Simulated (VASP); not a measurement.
Here is a VASP 6.6.1 calculation.

INCAR

```
PREC = Accurate
ENCUT = 600
EDIFF = 1E-6
ISMEAR = 0
SIGMA = 0.01
LREAL = False
LASPH = True
NELM = 120
ALGO = Normal
ISIF = 2
LWAVE = False
LCHARG = False
GGA = PS
NBANDS = 11
GGA_COMPAT = False
```

Contents of KPOINTS:

```
regular mesh
0
Gamma
  8 8 8
```

File POSCAR:

```
SiC
1.0
    0.0000000000      2.1780497564      2.1780497564
    2.1780497564      0.0000000000      2.1780497564
    2.1780497564      2.1780497564      0.0000000000
Si C
1 1
Direct
    0.2500000000      0.2500000000      0.2500000000
    0.0000000000      0.0000000000      0.0000000000
```

Potentials or basis: VASP PAW PBE potentials, release 64 (Si, C).

Run with:

```sh
$ cat potpaw_PBE.64/Si/POTCAR potpaw_PBE.64/C/POTCAR > POTCAR
$ mpirun -np 1 vasp_std > vasp.out
```

Question: Estimate the band gap on the k mesh.

Answer: 1.23 eV, indirect (least direct gap 4.44 eV).

Question: Estimate the pressure.

Answer: 0.3 GPa.

Caveat: the PAW data sets were made with another functional, which shifts forces and pressure a little. As with any semilocal functional, this PBEsol gap is likely too small.
